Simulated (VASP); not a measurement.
Set up this calculation in VASP 6.6.1, as the native input.

```
Task                   : single point
Functional             : PBE
Dispersion             : D3(BJ)
Potentials or basis    : VASP PAW PBE potentials, release 64 (Ge_d, H)
Cutoff                 : 520 eV
k mesh                 : 9 × 9 × 1
Occupations            : gaussian, width 0.1 eV
Spin                   : collinear spin
Starting moments       : [0.0, 0.0, 1.0] μB
Dipole correction      : yes
Further INCAR settings : ALGO = Fast; EDIFF = 1e-07; NBANDS = 26
```

The structure of Ge2H lies in POSCAR:

```
Ge2H
1.0
    4.0226895460      0.0000000000      0.0000000000
   -2.0113447730      3.4837513384      0.0000000000
    0.0000000000      0.0000000000     17.6842610184
Ge H
2 1
Direct
    0.3333333333      0.6666666667      0.2648830513
    0.6666666667      0.3333333333      0.2261898304
    1.1111111111     -0.1111111111      0.3316090513
```

These files were run (other wordings do the same):

INCAR

```
SYSTEM = Ge2H
  PREC = Accurate
  ENCUT = 520
  EDIFF = 1E-7
  ISMEAR = 0
  SIGMA = 0.1
  LREAL = .False.
  LASPH = .True.
  NELM = 150
  ALGO = Fast
  ISIF = 2
  LWAVE = .False.
  LCHARG = .True.
  ISPIN = 2
  MAGMOM = 0 0 1
  LORBIT = 11
  LDIPOL = .True.
  IDIPOL = 3
  DIPOL = 0.5 0.5 0.274
  GGA = PE
  IVDW = 12
  LELF = .True.
  LVHAR = .True.
  LVACPOTAV = .True.
  NBANDS = 26
```

KPOINTS

```
Automatic mesh
0
Gamma
  9 9 1
  0 0 0
```

Potentials or basis: VASP PAW PBE potentials, release 64 (Ge_d, H).

Launch:

```sh
$ cat potpaw_PBE.64/Ge_d/POTCAR potpaw_PBE.64/H/POTCAR > POTCAR
$ mpirun -np 1 vasp_std > vasp.out
```

Results of the run:

```
Largest force                                         : 1.733 eV/Å
Net moment                                            : 0.00 μB per cell
Valence electrons inside the program's atomic spheres : Ge 12.35, 12.32; H 0.43
Dispersion energy per atom                            : -0.127 eV
```

Run time: 17 min on 1 thread of Oxide Virtual Turin-like Processor, on a shared host, peak memory 0.55 GiB.
